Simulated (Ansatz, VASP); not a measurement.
LiH: VASP beside Ansatz

File INCAR:

```
SYSTEM = LiH
PREC = Accurate
ENCUT = 600
EDIFF = 1E-7
ISMEAR = 0
SIGMA = 0.1
LREAL = .False.
LASPH = .True.
NELM = 80
ALGO = Normal
ISIF = 3
LWAVE = .False.
LCHARG = .False.
GGA = PE
IBRION = 2
NSW = 90
EDIFFG = -0.04
```

Contents of KPOINTS:

```
Automatic mesh
0
Gamma
  6 6 1
  0 0 0
```

The input POSCAR:

```
LiH
1.0
    3.2410636100      0.0000000000      0.0000000000
   -1.6205318100      2.8068434200      0.0000000000
    0.0000000000      0.0000000000     18.3766427400
Li H
6 6
Direct
    0.0000000000      0.0000000000      0.1214041100
    0.0000000000      0.0000000000      0.2602869400
    0.6666666700      0.3333333300      0.4482075000
    0.3333333300      0.6666666700      0.6361280500
    0.3333333300      0.6666666700      0.7816768300
    0.6666666700      0.3333333300      0.9272256100
    0.0000000000      0.0000000000      0.0000000000
    0.3333333300      0.6666666700      0.1875125500
    0.6666666700      0.3333333300      0.3330613300
    0.6666666700      0.3333333300      0.5633536600
    0.0000000000      0.0000000000      0.7089024400
    0.0000000000      0.0000000000      0.8544512200
```

Input for Ansatz:

```yaml
crystal:
  lattice:
    - [3.24106361, 0.0, 0.0]
    - [-1.62053181, 2.80684342, 0.0]
    - [0.0, 0.0, 18.37664274]
  atoms:
    - { symbol: Li, position: [0.0, 0.0, 0.12140411] }
    - { symbol: Li, position: [0.0, 0.0, 0.26028694] }
    - { symbol: Li, position: [0.66666667, 0.33333333, 0.4482075] }
    - { symbol: Li, position: [0.33333333, 0.66666667, 0.63612805] }
    - { symbol: Li, position: [0.33333333, 0.66666667, 0.78167683] }
    - { symbol: Li, position: [0.66666667, 0.33333333, 0.92722561] }
    - { symbol: H, position: [0.0, 0.0, 0.0] }
    - { symbol: H, position: [0.33333333, 0.66666667, 0.18751255] }
    - { symbol: H, position: [0.66666667, 0.33333333, 0.33306133] }
    - { symbol: H, position: [0.66666667, 0.33333333, 0.56335366] }
    - { symbol: H, position: [0.0, 0.0, 0.70890244] }
    - { symbol: H, position: [0.0, 0.0, 0.85445122] }
basis:
  ecutwfc: 420
kpoints:
  mp_grid: { grid: [6, 6, 1] }
hamiltonian:
  xc: pbe
scf:
  occupations: { method: gaussian, width: 0.1 }
  lower_state_search: "off"
output:
  forces: true
  stress: true
  eigenvalues: true
relax:
  adjacent_minimum: "off"
  f_tol: 0.04
  max_steps: 70
  cell: { stress_tol: 0.4 }
```

Alike in both runs: task relaxation of cell and atoms; functional PBE; k mesh 6 × 6 × 1; occupations gaussian, width 0.1 eV; no spin polarisation.

|  | VASP | Ansatz |
| --- | --- | --- |
| version | VASP 6.6.1 | Ansatz 0.2.0 |
| potentials or method | VASP PAW PBE potentials, release 64 (Li_sv, H), cutoff 600 eV | scalar-relativistic, plane waves, PAW |
| valence electrons in the cell | 24 | 24 |

|  | VASP | Ansatz | Ansatz less VASP |
| --- | --- | --- | --- |
| gap on the k mesh at the Fermi level, each at its own relaxed structure (eV) | 0.16 | 0.17 | +0.008 |
| relaxed volume (Å³/atom) | 9.33 | 9.38 | +0.051 |
| relaxed length of the cell vector where the two differ most in proportion (Å) | 15.476 | 15.511 | +0.0348 |

Noted on VASP's run: the cutoff is under 1.25 times that of the potentials, so the pressure is a little rough; the volume moved by over 15 % at a fixed basis, so the end points are rough.
